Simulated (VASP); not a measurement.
**AlN: single point with PBEsol**

Crystal: AlN.

```
Al N
1.0
     0.00000    1.95712    1.95712
     1.95712    0.00000    1.95712
     1.95712    1.95712    0.00000
Al N
1 1
Cartesian
  1.9571 1.9571 1.9571
  0.0000 0.0000 0.0000
```

This cell differs from its parent crystal: functional PBEsol, strained.

```json
{"Program": "VASP 6.6.1", "Task": "single point", "Functional": "PBEsol", "Potentials or basis": "VASP PAW PBE potentials, release 64 (Al, N)", "Cutoff": "600 eV", "k mesh": "10 × 10 × 10", "Occupations": "gaussian, width 0.02 eV", "Spin": "no spin polarisation"}
```

* Pressure: 31.4 GPa
* Band gap on the k mesh: 4.95 eV, indirect (least direct gap 7.14 eV)

Levels at points of the mesh, in eV from the valence-band top:
```csv
k point,band 1,band 2,band 3,band 4,band 5,band 6,band 7,band 8
"(0.00, 0.00, 0.00)",-18.47,0.00,0.00,0.00,7.14,12.33,12.33,12.33
"(0.50, 0.00, 0.00)",-14.77,-9.02,-1.29,-1.29,6.67,11.71,11.71,14.70
"(0.50, 0.50, 0.00)",-13.63,-8.13,-3.08,-3.08,4.95,5.52,15.19,18.74
```

It took 6.5 s on 1 thread of AMD EPYC 9R45 96-Core Processor (Zen 5), on a shared host, peak memory 0.1 GiB.

Caveat: the cell differs from its parent crystal (functional PBEsol, strained); the PAW data sets were made with another functional, which shifts forces and pressure a little. A k mesh can miss the band edges.
